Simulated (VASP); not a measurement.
# As (Pm-3m) in VASP: notebook, part 2 of 2

VASP 6.6.1. The steps go on from the part before.

## (3) Relaxation of cell and atoms, PBEsol

This run uses another cell than the first one, of 19.76 Å³/atom, 1.017 times its volume.

The input, INCAR:

```
PREC = Accurate ; ENCUT = 600
EDIFF = 1E-6 ; ISMEAR = 0
SIGMA = 0.1 ; LREAL = False
LASPH = True ; NELM = 60
ALGO = Normal ; ISIF = 3
LWAVE = False ; LCHARG = False
GGA = PS ; IBRION = 2
NSW = 100 ; EDIFFG = -0.005
```

The input, KPOINTS:

```
Automatic mesh
0
Gamma
  16 16 16
```

The input, POSCAR:

```
As
1.0
    2.7036817444      0.0000000000      0.0000000000
    0.0000000000      2.7036817444      0.0000000000
    0.0000000000      0.0000000000      2.7036817444
As
1
Direct
    0.5000000000      0.5000000000      0.5000000000
```

Potentials or basis: VASP PAW PBE potentials, release 64 (As).

Command:

```sh
$ cat potpaw_PBE.64/As/POTCAR > POTCAR
$ mpirun -np 1 vasp_std > vasp.out
```

OUTCAR:

```text
PREC = Accurate
   ENCUT = 600
   EDIFF = 1E-6
   ISMEAR = 0
   LREAL = False
   LASPH = True
   NELM = 60
   ISIF = 3
   GGA = PS
   IBRION = 2
   NSW = 100
   EDIFFG = -0.005

 ion  position               nearest neighbor table
   1  0.500  0.500  0.500-

  LATTYP: Found a simple cubic cell.
 ALAT       =     2.7036817444

  Lattice vectors:

 A1 = (   2.7036817444,   0.0000000000,   0.0000000000)
 A2 = (   0.0000000000,   2.7036817444,   0.0000000000)
 A3 = (   0.0000000000,   0.0000000000,   2.7036817444)

Analysis of symmetry for initial positions (statically):
=====================================================================
 Subroutine PRICEL returns:
 Original cell was already a primitive cell.

 Routine SETGRP: Setting up the symmetry group for a
 simple cubic supercell.

 Subroutine GETGRP returns: Found 48 space group operations
 (whereof 48 operations were pure point group operations)
 out of a pool of 48 trial point group operations.

The static configuration has the point symmetry O_h .

Analysis of symmetry for dynamics (positions and initial velocities):
=====================================================================
 Subroutine PRICEL returns:
 Original cell was already a primitive cell.

 Routine SETGRP: Setting up the symmetry group for a
 simple cubic supercell.

 Subroutine GETGRP returns: Found 48 space group operations
 (whereof 48 operations were pure point group operations)
 out of a pool of 48 trial point group operations.

The dynamic configuration has the point symmetry O_h .

 Subroutine INISYM returns: Found 48 space group operations
 (whereof 48 operations are pure point group operations),
 and found     1 'primitive' translations

----------------------------------------------------------------------------------------

                                     Primitive cell

  volume of cell :      19.7636

  direct lattice vectors                    reciprocal lattice vectors
     2.703681744  0.000000000  0.000000000     0.369866018  0.000000000  0.000000000
     0.000000000  2.703681744  0.000000000     0.000000000  0.369866018  0.000000000
     0.000000000  0.000000000  2.703681744     0.000000000  0.000000000  0.369866018

  length of vectors
     2.703681744  2.703681744  2.703681744     0.369866018  0.369866018  0.369866018

  position of ions in fractional coordinates (direct lattice)
     0.500000000  0.500000000  0.500000000

  ion indices of the primitive-cell ions
   primitive index   ion index
                 1           1

----------------------------------------------------------------------------------------

 KPOINTS: Automatic mesh

Automatic generation of k-mesh.
 Grid dimensions read from file:
 generate k-points for:   16   16   16

 Generating k-lattice:

  Cartesian coordinates                     Fractional coordinates (reciprocal lattice)
     0.023116626  0.000000000  0.000000000     0.062500000  0.000000000  0.000000000
     0.000000000  0.023116626  0.000000000     0.000000000  0.062500000  0.000000000
     0.000000000  0.000000000  0.023116626     0.000000000  0.000000000  0.062500000

  Length of vectors
     0.023116626  0.023116626  0.023116626

  Shift w.r.t. Gamma in fractional coordinates (k-lattice)
     0.000000000  0.000000000  0.000000000

 Subroutine IBZKPT returns following result:
 ===========================================

 Found    165 irreducible k-points:

 Following reciprocal coordinates:
            Coordinates               Weight
  0.000000  0.000000  0.000000      1.000000
  0.062500  0.000000  0.000000      6.000000
  0.125000  0.000000  0.000000      6.000000
  0.187500  0.000000  0.000000      6.000000
  0.250000  0.000000  0.000000      6.000000
  0.312500  0.000000  0.000000      6.000000
[... 16 lines left out ...]
  0.437500  0.125000  0.000000     24.000000
  0.500000  0.125000  0.000000     12.000000
 [... further k-points ...]
   k-points           NKPTS =    165   k-points in BZ     NKDIM =    165   number of bands    NBANDS=      6
   number of dos      NEDOS =    301   number of ions     NIONS =      1
   total plane-waves  NPLWV =  13824
   dimension x,y,z NGX =    24 NGY =   24 NGZ =   24
   dimension x,y,z NGXF=    48 NGYF=   48 NGZF=   48
   ions per type =               1
   NGX,Y,Z   is equivalent  to a cutoff of  14.76, 14.76, 14.76 a.u.
   NGXF,Y,Z  is equivalent  to a cutoff of  29.51, 29.51, 29.51 a.u.
 SYSTEM =  unknown system
   PREC   = accura    normal or accurate (medium, high low for compatibility)
   ISTART =      0    job   : 0-new  1-cont  2-samecut
   ICHARG =      2    charge: 1-file 2-atom 10-const
   ISPIN  =      1    spin polarized calculation?
   LNONCOLLINEAR =      F non collinear calculations
   LSORBIT =      F    spin-orbit coupling
   LASPH  =      T    aspherical Exc in radial PAW
   ENCUT  =  600.0 eV  44.10 Ry    6.64 a.u.   5.40  5.40  5.40*2*pi/ulx,y,z
   NELM   =     60;   NELMIN=  2; NELMDL= -5     # of ELM steps
   EDIFF  = 0.1E-05   stopping-criterion for ELM
   LREAL  =      F    real-space projection
   EDIFFG = -.5E-02   stopping-criterion for IOM
   NSW    =    100    number of steps for IOM
   IBRION =      2    ionic relax: 0-MD 1-quasi-New 2-CG
   NFREE  =      1    steps in history (QN), initial steepest desc. (CG)
   ISIF   =      3    stress and relaxation
   ISYM   =      2    0-nonsym 1-usesym 2-fastsym
   POTIM  = 0.5000    time-step for ionic-motion
   TEBEG  =    0.0;   TEEND  =   0.0 temperature during run
   PSTRESS=    0.0 pullay stress
   NELECT =       5.0000    total number of electrons
   NUPDOWN=      -1.0000    fix difference up-down
   EMIN   =  10.00;   EMAX   =-10.00  energy-range for DOS
   EFERMI =   0.00;   METHOD = LEGACY
   ISMEAR =     0;   SIGMA  =   0.10  broadening in eV -4-tet -1-fermi 0-gaus
   EFERMI_NEDOS =   21; number of points for ismear=-14 and -15
   IALGO  =     38    algorithm
   IMIX   =      4    mixing-type and parameters
     AMIX     =   0.40;   BMIX     =  1.00
     AMIX_MAG =   1.60;   BMIX_MAG =  1.00
  volume/ion in A,a.u.               =      19.76       133.37
  Fermi-wavevector in a.u.,A,eV,Ry     =   1.035403  1.956627 14.586243  1.072059
  Thomas-Fermi vector in A             =   2.169744
   LORBIT       =      0    0 simple, 1 ext, 2 COOP (PROOUT), +10 PAW based schemes
   GGA     = PS    functional components
   LHFCALC =     F    Hartree Fock is set to
   AEXX    =    0.0000 exact exchange contribution
   IVDW    =     0    specifies the selected vdW correction
   LEPSILON=     F    determine dielectric tensor
   LRPA    =     F    only Hartree local field effects (RPA)
 conjugate gradient relaxation of ions
 non-spin polarized calculation
 Gauss-broadening in eV      SIGMA  =   0.10
  energy-cutoff  :      600.00
  volume of cell :       19.76
 maximum number of plane-waves:       691
 NGX is ok and might be reduce to    24
   NGX = 11   NGY = 11   NGZ = 11

--------------------------------------- Ionic step        1  -------------------------------------------

 number of electron       5.0000001 magnetization

 Free energy of the ion-electron system (eV)
  ---------------------------------------------------
  ext. energy  EPLUGINS =         0.00000000
  ---------------------------------------------------
  free energy    TOTEN  =        -5.03427926 eV

  energy without entropy =       -5.03319520  energy(sigma->0) =       -5.03373723

------------------------ aborting loop because EDIFF is reached ----------------------------------------

  FORCE on cell =-STRESS in cart. coord.  units (eV):
  Direction    XX          YY          ZZ          XY          YZ          ZX
  --------------------------------------------------------------------------------------
  -------------------------------------------------------------------------------------
  Total       -0.1434624     -0.1434624     -0.1434624     -0.0000000     -0.0000000     -0.0000000
  in kB      -11.6300627    -11.6300627    -11.6300627     -0.0000000     -0.0000000     -0.0000000
  external PRESSURE =     -11.6300627 kB  Pullay stress =       0.0000000 kB
[... 57 lines left out ...]
--------------------------------------- Ionic step        3  -------------------------------------------

 number of electron       5.0000001 magnetization

 Free energy of the ion-electron system (eV)
  ---------------------------------------------------
  ext. energy  EPLUGINS =         0.00000000
  ---------------------------------------------------
  free energy    TOTEN  =        -5.03521719 eV

  energy without entropy =       -5.03416755  energy(sigma->0) =       -5.03469237

 E-fermi :   5.9624     XC(G=0): -10.6145

 val. band max:        5.9474000377   @ k =   0.1875   0.1875   0.1250
 cond. band min:       6.1037162357   @ k =   0.4375   0.2500   0.0000
 fundamental gap:      0.1563161980
 Fermi energy:         5.9624047924

 k-point     1 :       0.0000    0.0000    0.0000
  band No.  band energies     occupation
      1      -9.1551      2.00000
      2      10.1533      0.00000
      3      10.1533      0.00000
      4      10.1533      0.00000
      5      14.4715      0.00000
      6      14.4715      0.00000
[... 199 lines left out ...]
 k-point    24 :       0.5000    0.1250    0.0000
  band No.  band energies     occupation
      1      -5.6489      2.00000
      2      -0.8409      2.00000
      3       9.9671      0.00000
      4      12.7519      0.00000
      5      16.2582      0.00000
      6      18.6382      0.00000

 [... further k-points ...]
[... 5 lines left out ...]
  --------------------------------------------------------------------------------------
  -------------------------------------------------------------------------------------
  Total        0.0005536      0.0005536      0.0005536      0.0000000      0.0000000     -0.0000000
  in kB        0.0454644      0.0454644      0.0454644      0.0000000      0.0000000     -0.0000000
  external PRESSURE =       0.0454644 kB  Pullay stress =       0.0000000 kB
[... 16 lines left out ...]
  FREE ENERGIE OF THE ION-ELECTRON SYSTEM (eV)
  ---------------------------------------------------
  free  energy   TOTEN  =        -5.0352171901 eV

  energy  without entropy=       -5.0341675509  energy(sigma->0) =       -5.03469237

 reached required accuracy - stopping structural energy minimisation
```

OSZICAR:

```text
N       E                     dE             d eps       ncg     rms          rms(c)
DAV:   1     0.125396374527E+02    0.12540E+02   -0.22766E+03  1980   0.693E+02
DAV:   2    -0.473891536819E+01   -0.17279E+02   -0.16475E+02  2742   0.840E+01
[... 13 lines left out ...]
   2 F= -.50348705E+01 E0= -.50343467E+01  d E =-.591193E-03
       N       E                     dE             d eps       ncg     rms          rms(c)
DAV:   1    -0.503565197701E+01   -0.78144E-03   -0.13581E-02  2034   0.732E-01    0.102E-01
DAV:   2    -0.503535318530E+01    0.29879E-03   -0.22698E-04  2208   0.128E-01    0.550E-02
DAV:   3    -0.503521712815E+01    0.13606E-03   -0.31192E-04  2046   0.107E-01    0.130E-02
DAV:   4    -0.503521719010E+01   -0.61951E-07   -0.86860E-07  2004   0.116E-02
   3 F= -.50352172E+01 E0= -.50346924E+01  d E =-.937930E-03
```

Run time: 16 s. Hardware: 1 thread of Intel Xeon Platinum 8259CL at 2.50GHz (Skylake/Cascade Lake), shared host; peak memory 0.16 GiB.

What came out:

```yaml
Free_energy: -5.0352 eV
Relaxed_volume: 19.51 Å³/atom
Relaxed_cell: a = 2.692 Å, b = 2.692 Å, c = 2.692 Å, α = 90.00°, β = 90.00°, γ = 90.00°
Space_group_after_relaxing_to_0.05_Å: Pm-3m (No. 221)
Energy_gained_by_relaxing: 0.9 meV/atom
Ionic_steps: 3
Pressure_after_relaxing: 0.0 GPa
```

The path:
| step | energy change (eV) | largest force (eV/Å) | pressure (GPa) | volume (Å³) |
| --- | --- | --- | --- | --- |
| 1 | 0.0000 | 0.0000 | -1.16 | 19.76 |
| 2 | -0.0006 | 0.0000 | 0.74 | 19.36 |
| 3 | -0.0009 | 0.0000 | 0.00 | 19.51 |

Final structure:
```
As
1.0
     2.69199    0.00000    0.00000
     0.00000    2.69199    0.00000
     0.00000    0.00000    2.69199
As
1
Direct
  0.50000 0.50000 0.50000
```

Caveat: the PAW data sets were made with another functional, which shifts forces and pressure a little.

## (4) Single point, PBEsol (strained)

The input, INCAR:

```
PREC = Accurate
ENCUT = 520
EDIFF = 1E-7
ISMEAR = 0
SIGMA = 0.1
LREAL = False
LASPH = True
NELM = 100
ALGO = Normal
ISIF = 2
LWAVE = False
LCHARG = False
GGA = PS
NBANDS = 8
```

The input, KPOINTS:

```
regular mesh
0
Gamma
  16 16 16
```

The input, POSCAR:

```
As
1.0
    2.7685160326      0.0000000000      0.0000000000
    0.0000000000      2.7685160326      0.0000000000
    0.0000000000      0.0000000000      2.7685160326
As
1
Direct
    0.5000000000      0.5000000000      0.5000000000
```

Potentials or basis: VASP PAW PBE potentials, release 64 (As).

Command:

```sh
$ cat potpaw_PBE.64/As/POTCAR > POTCAR
$ mpirun -np 1 vasp_std > vasp.out
```

OUTCAR:

```text
PREC = Accurate
   ENCUT = 520
   EDIFF = 1E-7
   ISMEAR = 0
   LREAL = False
   LASPH = True
   NELM = 100
   ISIF = 2
   GGA = PS

 ion  position               nearest neighbor table
   1  0.500  0.500  0.500-

  LATTYP: Found a simple cubic cell.
 ALAT       =     2.7685160326

  Lattice vectors:

 A1 = (   2.7685160326,   0.0000000000,   0.0000000000)
 A2 = (   0.0000000000,   2.7685160326,   0.0000000000)
 A3 = (   0.0000000000,   0.0000000000,   2.7685160326)

Analysis of symmetry for initial positions (statically):
=====================================================================
 Subroutine PRICEL returns:
 Original cell was already a primitive cell.

 Routine SETGRP: Setting up the symmetry group for a
 simple cubic supercell.

 Subroutine GETGRP returns: Found 48 space group operations
 (whereof 48 operations were pure point group operations)
 out of a pool of 48 trial point group operations.

The static configuration has the point symmetry O_h .

Analysis of symmetry for dynamics (positions and initial velocities):
=====================================================================
 Subroutine PRICEL returns:
 Original cell was already a primitive cell.

 Routine SETGRP: Setting up the symmetry group for a
 simple cubic supercell.

 Subroutine GETGRP returns: Found 48 space group operations
 (whereof 48 operations were pure point group operations)
 out of a pool of 48 trial point group operations.

The dynamic configuration has the point symmetry O_h .

 Subroutine INISYM returns: Found 48 space group operations
 (whereof 48 operations are pure point group operations),
 and found     1 'primitive' translations

----------------------------------------------------------------------------------------

                                     Primitive cell

  volume of cell :      21.2198

[... 101 lines left out ...]
   ISMEAR =     0;   SIGMA  =   0.10  broadening in eV -4-tet -1-fermi 0-gaus
   EFERMI_NEDOS =   21; number of points for ismear=-14 and -15
   IALGO  =     38    algorithm
   IMIX   =      4    mixing-type and parameters
     AMIX     =   0.40;   BMIX     =  1.00
     AMIX_MAG =   1.60;   BMIX_MAG =  1.00
  volume/ion in A,a.u.               =      21.22       143.20
  Fermi-wavevector in a.u.,A,eV,Ry     =   1.011155  1.910806 13.911069  1.022435
  Thomas-Fermi vector in A             =   2.144188
   LORBIT       =      0    0 simple, 1 ext, 2 COOP (PROOUT), +10 PAW based schemes
   GGA     = PS    functional components
   LHFCALC =     F    Hartree Fock is set to
   AEXX    =    0.0000 exact exchange contribution
   IVDW    =     0    specifies the selected vdW correction
   LEPSILON=     F    determine dielectric tensor
   LRPA    =     F    only Hartree local field effects (RPA)
 non-spin polarized calculation
 Gauss-broadening in eV      SIGMA  =   0.10
  energy-cutoff  :      520.00
  volume of cell :       21.22
 maximum number of plane-waves:       587
 NGX is ok and might be reduce to    24
   NGX = 11   NGY = 11   NGZ = 11

 number of electron       4.9999999 magnetization

 Free energy of the ion-electron system (eV)
  ---------------------------------------------------
  ext. energy  EPLUGINS =         0.00000000
  ---------------------------------------------------
  free energy    TOTEN  =        -4.99851202 eV

  energy without entropy =       -4.99687081  energy(sigma->0) =       -4.99769141

 E-fermi :   5.0221     XC(G=0): -10.2561

 val. band max:        5.0058522659   @ k =   0.3750   0.3125   0.3125
 cond. band min:       5.1045777903   @ k =   0.1875   0.1875   0.1250
 fundamental gap:      0.0987255244
 Fermi energy:         5.0221183166

 k-point     1 :       0.0000    0.0000    0.0000
  band No.  band energies     occupation
      1      -9.3540      2.00000
      2       8.8954      0.00000
      3       8.8954      0.00000
      4       8.8954      0.00000
      5      13.4558      0.00000
      6      13.4558      0.00000
      7      14.8080      0.00000
      8      29.0649      0.00000
[... 243 lines left out ...]
 k-point    24 :       0.5000    0.1250    0.0000
  band No.  band energies     occupation
      1      -6.2377      2.00000
      2      -1.1429      2.00000
      3       8.6721      0.00000
      4      11.1720      0.00000
      5      15.1388      0.00000
      6      17.2172      0.00000
      7      19.6554      0.00000
      8      20.1655      0.00000

 [... further k-points ...]
[... 5 lines left out ...]
  --------------------------------------------------------------------------------------
  -------------------------------------------------------------------------------------
  Total       -0.8381940     -0.8381940     -0.8381940      0.0000000      0.0000000     -0.0000000
  in kB      -63.2869289    -63.2869289    -63.2869289      0.0000000      0.0000000     -0.0000000
  external PRESSURE =     -63.2869289 kB  Pullay stress =       0.0000000 kB

 VOLUME and BASIS-vectors are now :
 -----------------------------------------------------------------------------
  energy-cutoff  :      520.00
  volume of cell :       21.22
      direct lattice vectors                 reciprocal lattice vectors
     2.768516033  0.000000000  0.000000000     0.361204338  0.000000000  0.000000000
     0.000000000  2.768516033  0.000000000     0.000000000  0.361204338  0.000000000
     0.000000000  0.000000000  2.768516033     0.000000000  0.000000000  0.361204338

 POSITION                                       TOTAL-FORCE (eV/Angst)
 -----------------------------------------------------------------------------------
      1.38426      1.38426      1.38426         0.000000      0.000000      0.000000
 -----------------------------------------------------------------------------------
    total drift:                                0.000000     -0.000000     -0.000000

  FREE ENERGIE OF THE ION-ELECTRON SYSTEM (eV)
  ---------------------------------------------------
  free  energy   TOTEN  =        -4.9985120166 eV

  energy  without entropy=       -4.9968708081  energy(sigma->0) =       -4.99769141
```

stdout:

```text
POSCAR found type information on POSCAR As
 POSCAR found :  1 types and       1 ions
 scaLAPACK will be used
 -----------------------------------------------------------------------------
|                                                                             |
|                                                                             |
|     You enforced a specific xc type in the INCAR file but a different       |
|     I HOPE YOU KNOW WHAT YOU ARE DOING!                                     |
|                                                                             |
 -----------------------------------------------------------------------------

 LDA part: xc-table for (Slater+PW92), standard interpolation
 POSCAR, INCAR and KPOINTS ok, starting setup
 FFT: planning ... GRIDC
 FFT: planning ... GRID_SOFT
 FFT: planning ... GRID
 WAVECAR not read
 entering main loop
```

Wall time 21 s (1 thread of Intel Xeon 8259CL, shared host); peak memory 0.15 GiB.

Results:

```
Free energy : -4.9985 eV
Pressure    : -6.3 GPa
```

Caveat: the cell differs from its parent crystal (strained); the PAW data sets were made with another functional, which shifts forces and pressure a little.

## (5) Overview

| task | cell | cutoff (eV) | gap on the mesh (eV) | pressure (GPa) |
| --- | --- | --- | --- | --- |
| single point | a = 2.689 Å, 1 atom | 520 | none | 0.3 |
| relaxation of cell and atoms | relaxed from a = 2.704 Å, 1 atom | 600 | none | 0.0 |
| single point | a = 2.769 Å, 1 atom | 520 | none | -6.3 |

Alike in all rows: level PBEsol; potentials or basis VASP PAW PBE potentials, release 64 (As); no spin polarisation; k mesh 16 × 16 × 16; smearing gaussian 0.1 eV.

Caveats: the PAW data sets were made with another functional, which shifts forces and pressure a little.

Total energies depend on the potentials used, so only differences within one code and one set of settings carry meaning.
